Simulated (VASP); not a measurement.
# Sn (I4_1/amd) in VASP: settings compared

Sn is run at these levels: PBEsol, LDA; tasks: single point.

Program: VASP 6.6.1. These are calculated values, not measurements. Logs are shortened: lines on timing, memory, paths and dates and some standing lists are left out, and cuts for length are marked.

## 1. The cell of the first run

Symmetry: I4_1/amd, No. 141, tetragonal system. The conventional cell has a = 5.806 Å, b = 5.806 Å, c = 3.182 Å, α = 90.00°, β = 90.00°, γ = 90.00°. Sn (site symmetry -4m2) has 10 Sn at 3.01 to 3.76 Å within 4.0 Å.

## 2. Single point, PBEsol, non-collinear spin, zero start, spin-orbit coupling

File INCAR:

```
SYSTEM = Sn
ALGO = Normal
EDIFF = 1E-7
ENCUT = 520
GGA = PS
GGA_COMPAT = .False.
ISIF = 2
ISMEAR = -1
LASPH = .True.
LCHARG = .True.
LORBIT = 11
LORBMOM = .True.
LREAL = .False.
LSORBIT = .True.
LVHAR = .True.
LWAVE = .False.
MAGMOM = 0 0 0 0 0 0
NBANDS = 40
NELM = 150
PREC = Accurate
SIGMA = 0.1
```

File KPOINTS:

```
k-points
0
Gamma
  7 7 7
  0 0 0
```

File POSCAR:

```
Sn
1.0
   -2.9029745532      2.9029745532      1.5911403861
    2.9029745532     -2.9029745532      1.5911403861
    2.9029745532      2.9029745532     -1.5911403861
Sn
2
Direct
    0.0000000000      0.0000000000      0.0000000000
    0.7500000000      0.2500000000      0.5000000000
```

Potentials or basis: VASP PAW PBE potentials, release 64 (Sn_d).

The run is started by

```bash
$ cat potpaw_PBE.64/Sn_d/POTCAR > POTCAR
$ mpirun -np 1 vasp_ncl > vasp.out
```

OUTCAR:

```text
SYSTEM = Sn
   EDIFF = 1E-7
   ENCUT = 520
   GGA = PS
   ISIF = 2
   ISMEAR = -1
   LASPH = .True.
   LORBIT = 11
   LREAL = .False.
   LSORBIT = .True.
   NELM = 150
   PREC = Accurate

 ion  position               nearest neighbor table
   1  0.000  0.000  0.000-   2 3.01   2 3.01   2 3.01   2 3.01   2 3.76   2 3.76   2 3.76   2 3.76

   2  0.750  0.250  0.500-   1 3.01   1 3.01   1 3.01   1 3.01   1 3.76   1 3.76   1 3.76   1 3.76

  LATTYP: Found a body centered tetragonal cell.
 ALAT       =     5.8059491064
 C/A-ratio  =     0.5481069010

  Lattice vectors:

 A1 = (  -2.9029745532,   2.9029745532,   1.5911403861)
 A2 = (   2.9029745532,  -2.9029745532,   1.5911403861)
 A3 = (   2.9029745532,   2.9029745532,  -1.5911403861)

Analysis of symmetry for initial positions (statically):
=====================================================================
 Subroutine PRICEL returns:
 Original cell was already a primitive cell.

 Routine SETGRP: Setting up the symmetry group for a
 body centered tetragonal supercell.

 Subroutine GETGRP returns: Found 16 space group operations
 (whereof  8 operations were pure point group operations)
 out of a pool of 16 trial point group operations.

The static configuration has the point symmetry D_2d.
 The point group associated with its full space group is D_4h.

Analysis of symmetry for dynamics (positions and initial velocities):
=====================================================================
 Subroutine PRICEL returns:
 Original cell was already a primitive cell.

 Routine SETGRP: Setting up the symmetry group for a
 body centered tetragonal supercell.

 Subroutine GETGRP returns: Found 16 space group operations
 (whereof  8 operations were pure point group operations)
 out of a pool of 16 trial point group operations.

The dynamic configuration has the point symmetry D_2d.
 The point group associated with its full space group is D_4h.

Analysis of structural, dynamic, and magnetic symmetry:
=====================================================================
 Subroutine PRICEL returns:
 Original cell was already a primitive cell.

 Routine SETGRP: Setting up the symmetry group for a
 body centered tetragonal supercell.

 Subroutine GETGRP returns: Found 16 space group operations
 (whereof  8 operations were pure point group operations)
 out of a pool of 16 trial point group operations.

The overall configuration has the point symmetry D_2d.
 The point group associated with its full space group is D_4h.

 Subroutine INISYM returns: Found 16 space group operations
 (whereof  8 operations are pure point group operations),
 and found     1 'primitive' translations

----------------------------------------------------------------------------------------

                                     Primitive cell

  volume of cell :      53.6358

  direct lattice vectors                    reciprocal lattice vectors
    -2.902974553  2.902974553  1.591140386     0.000000000  0.172237128  0.314240028
     2.902974553 -2.902974553  1.591140386     0.172237128  0.000000000  0.314240028
     2.902974553  2.902974553 -1.591140386     0.172237128  0.172237128  0.000000000

  length of vectors
     4.402981971  4.402981971  4.402981971     0.358346793  0.358346793  0.243580083

  position of ions in fractional coordinates (direct lattice)
     0.000000000  0.000000000  0.000000000
     0.750000000  0.250000000  0.500000000

  ion indices of the primitive-cell ions
   primitive index   ion index
                 1           1
                 2           2

----------------------------------------------------------------------------------------

 KPOINTS: k-points

Automatic generation of k-mesh.
 Grid dimensions read from file:
 generate k-points for:    7    7    7

 Generating k-lattice:

  Cartesian coordinates                     Fractional coordinates (reciprocal lattice)
[... 104 lines left out ...]

 Free energy of the ion-electron system (eV)
  ---------------------------------------------------
  ext. energy  EPLUGINS =         0.00000000
  ---------------------------------------------------
  free energy    TOTEN  =        -8.67775026 eV

  energy without entropy =       -8.65030426  energy(sigma->0) =       -8.66402726

 E-fermi :   7.8935     XC(G=0): -10.5069

 val. band max:        7.8790575602   @ k =  -0.4286   0.4286   0.0000
 cond. band min:       7.9146269728   @ k =   0.1429   0.1429   0.1429
 fundamental gap:      0.0355694126
 Fermi energy:         7.8935228354

 k-point     1 :       0.0000    0.0000    0.0000
  band No.  band energies     occupation
      1     -14.0340      1.00000
      2     -14.0340      1.00000
      3     -14.0115      1.00000
      4     -14.0115      1.00000
      5     -13.9788      1.00000
      6     -13.9788      1.00000
[... 1021 lines left out ...]
     39      18.0633      0.00000
     40      18.0650      0.00000

 [... further k-points ...]

------------------------ aborting loop because EDIFF is reached ----------------------------------------

  FORCE on cell =-STRESS in cart. coord.  units (eV):
  Direction    XX          YY          ZZ          XY          YZ          ZX
  --------------------------------------------------------------------------------------
  -------------------------------------------------------------------------------------
  Total       -0.0169678     -0.0169678     -0.0075595      0.0000000      0.0000000      0.0000000
  in kB       -0.5068507     -0.5068507     -0.2258114      0.0000000      0.0000000      0.0000000
  external PRESSURE =      -0.4131709 kB  Pullay stress =       0.0000000 kB

 VOLUME and BASIS-vectors are now :
 -----------------------------------------------------------------------------
  energy-cutoff  :      520.00
  volume of cell :       53.64
      direct lattice vectors                 reciprocal lattice vectors
    -2.902974553  2.902974553  1.591140386     0.000000000  0.172237128  0.314240028
     2.902974553 -2.902974553  1.591140386     0.172237128  0.000000000  0.314240028
     2.902974553  2.902974553 -1.591140386     0.172237128  0.172237128  0.000000000

 POSITION                                       TOTAL-FORCE (eV/Angst)
 -----------------------------------------------------------------------------------
      0.00000      0.00000      0.00000         0.000000     -0.000000     -0.000000
      0.00000      2.90297      0.79557        -0.000000      0.000000      0.000000
 -----------------------------------------------------------------------------------
    total drift:                                0.000000      0.000000      0.000000

  FREE ENERGIE OF THE ION-ELECTRON SYSTEM (eV)
  ---------------------------------------------------
  free  energy   TOTEN  =        -8.6777502628 eV

  energy  without entropy=       -8.6503042595  energy(sigma->0) =       -8.66402726

 orbital moment (x)

 # of ion     p       d       tot
 ----------------------------------------
  1         0.000   0.000   0.000
  2         0.000   0.000   0.000
 ----------------------------------------
            0.000   0.000   0.000

 orbital moment (y)

 # of ion     p       d       tot
 ----------------------------------------
  1        -0.000   0.000  -0.000
  2        -0.000   0.000  -0.000
 ----------------------------------------
           -0.000   0.000  -0.000

 orbital moment (z)

 # of ion     p       d       tot
 ----------------------------------------
  1         0.000   0.000   0.000
  2         0.000   0.000   0.000
 ----------------------------------------
            0.000   0.000   0.000

 Spin-Orbit-Coupling matrix elements

 Ion:    1  E_soc:     -0.1135381
 l=   1
     0.0000000    -0.0127597    -0.0127478
    -0.0127597     0.0000000    -0.0127597
    -0.0127478    -0.0127597     0.0000000
 l=   2
     0.0000000    -0.0012539     0.0000000    -0.0012539    -0.0049016
    -0.0012539     0.0000000    -0.0036964    -0.0012468    -0.0012264
     0.0000000    -0.0036964     0.0000000    -0.0036964     0.0000000
    -0.0012539    -0.0012468    -0.0036964     0.0000000    -0.0012264
    -0.0049016    -0.0012264     0.0000000    -0.0012264     0.0000000
 l=   3
     0.0000000     0.0000000     0.0000000     0.0000000     0.0000000     0.0000000     0.0000000
     0.0000000     0.0000000     0.0000000     0.0000000     0.0000000     0.0000000     0.0000000
     0.0000000     0.0000000     0.0000000     0.0000000     0.0000000     0.0000000     0.0000000
     0.0000000     0.0000000     0.0000000     0.0000000     0.0000000     0.0000000     0.0000000
     0.0000000     0.0000000     0.0000000     0.0000000     0.0000000     0.0000000     0.0000000
     0.0000000     0.0000000     0.0000000     0.0000000     0.0000000     0.0000000     0.0000000
     0.0000000     0.0000000     0.0000000     0.0000000     0.0000000     0.0000000     0.0000000

 Ion:    2  E_soc:     -0.1135381
 l=   1
     0.0000000    -0.0127597    -0.0127478
    -0.0127597     0.0000000    -0.0127597
    -0.0127478    -0.0127597     0.0000000
 l=   2
     0.0000000    -0.0012539     0.0000000    -0.0012539    -0.0049016
    -0.0012539     0.0000000    -0.0036964    -0.0012468    -0.0012264
     0.0000000    -0.0036964     0.0000000    -0.0036964     0.0000000
    -0.0012539    -0.0012468    -0.0036964     0.0000000    -0.0012264
    -0.0049016    -0.0012264     0.0000000    -0.0012264     0.0000000
 l=   3
     0.0000000     0.0000000     0.0000000     0.0000000     0.0000000     0.0000000     0.0000000
     0.0000000     0.0000000     0.0000000     0.0000000     0.0000000     0.0000000     0.0000000
     0.0000000     0.0000000     0.0000000     0.0000000     0.0000000     0.0000000     0.0000000
     0.0000000     0.0000000     0.0000000     0.0000000     0.0000000     0.0000000     0.0000000
     0.0000000     0.0000000     0.0000000     0.0000000     0.0000000     0.0000000     0.0000000
     0.0000000     0.0000000     0.0000000     0.0000000     0.0000000     0.0000000     0.0000000
     0.0000000     0.0000000     0.0000000     0.0000000     0.0000000     0.0000000     0.0000000

 total charge

# of ion       s       p       d       tot
------------------------------------------
    1        1.229   1.022   9.980  12.232
    2        1.229   1.022   9.980  12.232
--------------------------------------------------
tot          2.459   2.045  19.960  24.463

 magnetization (x)

# of ion       s       p       d       tot
------------------------------------------
    1        0.000  -0.000   0.000  -0.000
    2        0.000   0.000   0.000   0.000
--------------------------------------------------
tot          0.000   0.000   0.000   0.000

 magnetization (y)

# of ion       s       p       d       tot
------------------------------------------
    1        0.000   0.000  -0.000  -0.000
    2       -0.000   0.000  -0.000  -0.000
--------------------------------------------------
tot          0.000   0.000  -0.000  -0.000

 magnetization (z)

# of ion       s       p       d       tot
------------------------------------------
    1        0.000   0.000   0.000   0.000
    2        0.000   0.000  -0.000   0.000
--------------------------------------------------
tot          0.000   0.000  -0.000   0.000
```

It took 4.2 min on 1 thread of Intel Xeon Platinum 8259CL at 2.50GHz (Skylake/Cascade Lake), shared host; peak memory 0.43 GiB.

Results:

| Item | Value |
| --- | --- |
| Free energy | -8.6778 eV |
| Pressure | 0.0 GPa |
| Net moment | 0.00 μB per cell |
| Valence electrons inside the program's atomic spheres | Sn 12.23 |

Moments on the atoms (μB; x, y, z):
```
Sn  0.00 0.00 0.00
Sn  0.00 0.00 0.00
```

Caveat: the PAW data sets were made with another functional, which shifts forces and pressure a little.

## 3. Single point, LDA (25.99 Å³/atom)

This run uses another cell than the first one, of 25.99 Å³/atom.

File INCAR:

```
ALGO = Normal ; EDIFF = 1E-6
ENCUT = 520 ; GGA = CA
ISIF = 2 ; ISMEAR = -1
LASPH = True ; LCHARG = False
LREAL = False ; LWAVE = False
NBANDS = 21 ; NELM = 80
PREC = Accurate ; SIGMA = 0.05
```

File KPOINTS:

```
k-points
0
Gamma
  9 9 9
```

File POSCAR:

```
Sn
1.0
   -2.8801207477      2.8801207477      1.5666540120
    2.8801207477     -2.8801207477      1.5666540120
    2.8801207477      2.8801207477     -1.5666540120
Sn
2
Direct
    0.0000000000      0.0000000000      0.0000000000
    0.7500000000      0.2500000000      0.5000000000
```

Potentials or basis: VASP PAW LDA potentials, release 64 (Sn_d).

The run is started by

```bash
$ cat potpaw_LDA.64/Sn_d/POTCAR > POTCAR
$ mpirun -np 1 vasp_std > vasp.out
```

Wall time 67 s (1 thread of Intel Xeon 8259CL, shared host); peak memory 0.19 GiB.

Results (log left out):

| Item | Value |
| --- | --- |
| Free energy | -8.9743 eV |
| Pressure | 0.5 GPa |
| Band gap on the k mesh | zero (bands 14 and 15 overlap by 4.23 eV) |

Stress tensor (GPa, compression positive):
```
0.68 0.00 0.00
0.00 0.68 0.00
0.00 0.00 0.04
```

Levels at points of the mesh, in eV from the Fermi level:
```tsv
k point	band 12	band 13	band 14	band 15	band 16	band 17
(0.00, 0.00, 0.00)	-3.63	-2.11	-2.11	2.99	6.35	6.35
```

Caveat: spin-orbit coupling is left out, which moves the levels of the heavy elements.

## 4. Single point, LDA (26.54 Å³/atom)

This run uses another cell than the first one, of 26.54 Å³/atom.

File INCAR:

```
PREC = Accurate
ENCUT = 520
EDIFF = 1E-6
ISMEAR = -1
SIGMA = 0.05
LREAL = F
LASPH = T
NELM = 80
ALGO = Normal
ISIF = 2
LWAVE = F
LCHARG = F
GGA = CA
NBANDS = 21
```

File KPOINTS:

```
regular mesh
0
Gamma
  9 9 9
```

File POSCAR:

```
Sn
1.0
   -2.9004039564      2.9004039564      1.5776871502
    2.9004039564     -2.9004039564      1.5776871502
    2.9004039564      2.9004039564     -1.5776871502
Sn
2
Direct
    0.0000000000      0.0000000000      0.0000000000
    0.7500000000      0.2500000000      0.5000000000
```

The run is started by

```bash
$ cat potpaw_LDA.64/Sn_d/POTCAR > POTCAR
$ mpirun -np 1 vasp_std > vasp.out
```

Run time: 1.9 min. Hardware: 1 thread of Intel Xeon 8259CL, shared host; peak memory 0.21 GiB.

It converged, with:

```
Free energy            : -8.9736 eV
Pressure               : -0.8 GPa
Band gap on the k mesh : zero (bands 14 and 15 overlap by 4.12 eV)
```

Stress tensor (GPa, compression positive):
```
-0.60  0.00  0.00
 0.00 -0.60  0.00
 0.00  0.00 -1.11
```

Levels at points of the mesh, in eV from the Fermi level:
| k point | band 11 | band 12 | band 13 | band 14 | band 15 | band 16 | band 17 | band 18 |
| --- | --- | --- | --- | --- | --- | --- | --- | --- |
| (0.00, 0.00, 0.00) | -11.32 | -3.69 | -2.04 | -2.04 | 3.03 | 6.25 | 6.25 | 6.93 |

Caveat: spin-orbit coupling is left out, which moves the levels of the heavy elements.

## 5. Single point, LDA (27.10 Å³/atom)

This run uses another cell than the first one, of 27.10 Å³/atom.

File INCAR:

```
SYSTEM = Sn
PREC = Accurate
ENCUT = 520
EDIFF = 1E-7
ISMEAR = -1
SIGMA = 0.05
LREAL = .False.
LASPH = .True.
NELM = 80
ALGO = Normal
ISIF = 2
LWAVE = .False.
LCHARG = .False.
NBANDS = 21
```

File KPOINTS:

```
regular mesh
0
Gamma
  9 9 9
  0 0 0
```

File POSCAR:

```
Sn
1.0
   -2.9204073745      2.9204073745      1.5885680951
    2.9204073745     -2.9204073745      1.5885680951
    2.9204073745      2.9204073745     -1.5885680951
Sn
2
Direct
    0.0000000000      0.0000000000      0.0000000000
    0.7500000000      0.2500000000      0.5000000000
```

The run is started by

```bash
$ cat potpaw_LDA.64/Sn_d/POTCAR > POTCAR
$ mpirun -np 1 vasp_std > vasp.out
```

It took 1.7 min on 1 thread of Intel Xeon 8259CL, shared host; peak memory 0.21 GiB.

The run converged. Its results:

```
Free energy            : -8.9649 eV
Pressure               : -1.9 GPa
Band gap on the k mesh : zero (bands 14 and 15 overlap by 4.03 eV)
```

Stress tensor (GPa, compression positive):
```
-1.76  0.00  0.00
 0.00 -1.76  0.00
 0.00  0.00 -2.18
```

Levels at points of the mesh, in eV from the Fermi level:
```tsv
k point	band 12	band 13	band 14	band 15	band 16	band 17
(0.00, 0.00, 0.00)	-3.75	-1.98	-1.98	3.06	6.15	6.15
```

Caveat: spin-orbit coupling is left out, which moves the levels of the heavy elements.

## 6. Single point, LDA (28.76 Å³/atom)

This run uses another cell than the first one, of 28.76 Å³/atom.

File INCAR:

```
ALGO = Normal
EDIFF = 1E-7
ENCUT = 520
ISIF = 2
ISMEAR = -1
LASPH = T
LCHARG = F
LREAL = F
LWAVE = F
NBANDS = 21
NELM = 80
PREC = Accurate
SIGMA = 0.05
```

File KPOINTS:

```
k-points
0
Gamma
  9 9 9
```

File POSCAR:

```
Sn
1.0
   -2.9788309508      2.9788309508      1.6203478496
    2.9788309508     -2.9788309508      1.6203478496
    2.9788309508      2.9788309508     -1.6203478496
Sn
2
Direct
    0.0000000000      0.0000000000      0.0000000000
    0.7500000000      0.2500000000      0.5000000000
```

Potentials or basis: VASP PAW LDA potentials, release 64 (Sn_d).

The run is started by

```bash
$ cat potpaw_LDA.64/Sn_d/POTCAR > POTCAR
$ mpirun -np 1 vasp_std > vasp.out
```

Wall time 1.9 min (1 thread of Intel Xeon 8259CL, shared host); peak memory 0.21 GiB.

Results (log left out):

```yaml
Free_energy: -8.8985 eV
Pressure: -4.5 GPa
Band_gap_on_the_k_mesh: zero (bands 14 and 15 overlap by 3.76 eV)
```

Stress tensor (GPa, compression positive):
```
-4.45  0.00  0.00
 0.00 -4.45  0.00
 0.00  0.00 -4.66
```

Levels at points of the mesh, in eV from the Fermi level:
```tsv
k point	band 10	band 11	band 12	band 13	band 14	band 15	band 16	band 17	band 18	band 19
(0.00, 0.00, 0.00)	-21.05	-10.73	-3.91	-1.82	-1.82	3.16	5.86	5.86	6.40	6.49
```

Caveat: the cell stands under tension; spin-orbit coupling is left out, which moves the levels of the heavy elements.

## 7. Summary

```tsv
level	potentials or basis	spin	cell	k mesh	smearing	gap on the mesh (eV)	pressure (GPa)
PBEsol	VASP PAW PBE potentials, release 64 (Sn_d)	non-collinear, zero start, SOC	a = 4.403 Å, angles 97.5, 97.5, 137.6°, 2 atoms	7 × 7 × 7	fermi-dirac 0.1 eV	-	0.0
LDA	VASP PAW LDA potentials, release 64 (Sn_d)	off	a = 4.364 Å, angles 97.4, 97.4, 137.9°, 2 atoms	9 × 9 × 9	fermi-dirac 0.05 eV	none	0.5
LDA	VASP PAW LDA potentials, release 64 (Sn_d)	off	a = 4.395 Å, angles 97.4, 97.4, 137.9°, 2 atoms	9 × 9 × 9	fermi-dirac 0.05 eV	none	-0.8
LDA	VASP PAW LDA potentials, release 64 (Sn_d)	off	a = 4.425 Å, angles 97.4, 97.4, 137.9°, 2 atoms	9 × 9 × 9	fermi-dirac 0.05 eV	none	-1.9
LDA	VASP PAW LDA potentials, release 64 (Sn_d)	off	a = 4.514 Å, angles 97.4, 97.4, 137.9°, 2 atoms	9 × 9 × 9	fermi-dirac 0.05 eV	none	-4.5
```

Alike in all rows: task single point; cutoff (eV) 520.

Caveats: spin-orbit coupling is left out, which moves the levels of the heavy elements (at least some runs); the PAW data sets were made with another functional, which shifts forces and pressure a little (at least some runs); the cell stands under tension (at least some runs).

Total energies depend on the potentials used, so only differences within one code and one set of settings carry meaning.
